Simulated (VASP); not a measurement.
Set up this calculation in VASP 6.6.1, as the native input.

| Quantity | Value |
| --- | --- |
| Task | single point |
| Functional | PBE |
| Potentials or basis | VASP PAW PBE potentials, release 64 (Li_sv, H) |
| Cutoff | 520 eV |
| k mesh | 2 × 2 × 2, shifted |
| Occupations | gaussian, width 0.02 eV |
| Spin | collinear spin |
| Dipole correction | no |
| Further INCAR settings | LREAL = Auto; ALGO = Normal; EDIFF = 1e-06; NBANDS = 60 |

The structure of Li17H16 (a cell with a defect) lies in POSCAR:

```
Li17H16
1.0
    4.0071000521     -4.0071000521     -4.0071000521
   -4.0071000521     -4.0071000521      4.0071000521
   -4.0071000521      4.0071000521     -4.0071000521
Li H
17 16
Direct
    0.2447394827      0.7505688918      0.0056382040
    0.2429698781      1.0058370388      0.7502279281
    0.2580855050      0.2581328851      0.5131882333
    0.0061636614      0.7505932387      0.2443430160
    0.2563184904      0.5120766921      0.2559265674
    1.0646667165      1.0607648183      1.0642910488
    0.0056616145      0.2429383487      0.7500128086
    0.7465346946      0.7504954975      0.4361084653
   -0.0124260341      0.4952674478      0.4948729335
    0.7505479421      1.0059268227      0.2424948712
    0.7504307505      0.2429095195      0.0053365532
    0.4370272247      0.7502602100      0.7462742184
    0.7540410226      0.4410107153      0.7539136845
    0.4950126561      0.9892884875      0.4946399279
    0.5135510987      0.2582150278      0.2577669385
    0.4950523963      0.4951177596     -0.0129200468
    0.7512745651      0.7514361629      0.7503036533
    0.2411355911      0.4985048824      0.7501724299
    0.2400340650      0.7505868073      0.4970655564
    0.2613002206      0.0081811919      0.2609161312
    0.0035273145      0.4931608449      0.0031404670
    0.2600645174      0.2600455312      0.0077741240
   -0.0007564236      0.7506671943      0.7522866002
    0.0022847470      0.0024216889      0.4924764360
    0.7505087486      0.4985410968      0.2406081233
    0.0080596685      0.2601016856      0.2596921130
    0.7526106245      0.7505386126     -0.0018191775
    0.7484132075     -0.0027769310      0.7479363275
    0.5026541580      0.5048691200      0.5023065713
    0.7505182889      0.2412616627      0.4983072634
    0.4973357863      0.7505806329      0.2393988775
    0.4929537889      0.0023415056      0.0018787957
    0.4984370190      0.2411867703      0.7501032043
```

This cell differs from its parent crystal: with an interstitial atom, then relaxed in part.

These files were run (other wordings do the same):

INCAR

```
ALGO = Normal
EDIFF = 1E-6
ENCUT = 520
GGA = PE
ISIF = 2
ISMEAR = 0
ISPIN = 2
LASPH = T
LCHARG = T
LELF = T
LORBIT = 11
LREAL = Auto
LVHAR = T
LWAVE = F
MAGMOM = 0 0 0 0 0 0 0 0 0 0 0 0 0 0 0 0 1 0 0 0 0 0 0 0 0 0 0 0 0 0 0 0 0
NBANDS = 60
NELM = 150
PREC = Accurate
SIGMA = 0.02
```

KPOINTS

```
Automatic mesh
0
Gamma
  2 2 2
  0.5 0.5 0.5
```

Potentials or basis: VASP PAW PBE potentials, release 64 (Li_sv, H).

Command:

```sh
$ cat potpaw_PBE.64/Li_sv/POTCAR potpaw_PBE.64/H/POTCAR > POTCAR
$ mpirun -np 1 vasp_std > vasp.out
```

Results of the run:

```yaml
Largest_force: 0.022 eV/Å
Band_gap_on_the_k_mesh: zero (filled and empty bands overlap)
Net_moment: 1.00 μB per cell
Valence_electrons_inside_the_program's_atomic_spheres: Li 2.09, 2.10, 2.17 (each value once); H 0.55, 0.54 (each value once)
```

Caveat: the k points lie up to 0.55 Å⁻¹ apart, too coarse for converged energies and pressures of a metal; the cell differs from its parent crystal (with an interstitial atom, then relaxed in part).

It took 3.2 min on 1 thread of Intel(R) Xeon(R) 6975P-C (Granite Rapids), with other jobs on the host, peak memory 0.51 GiB.
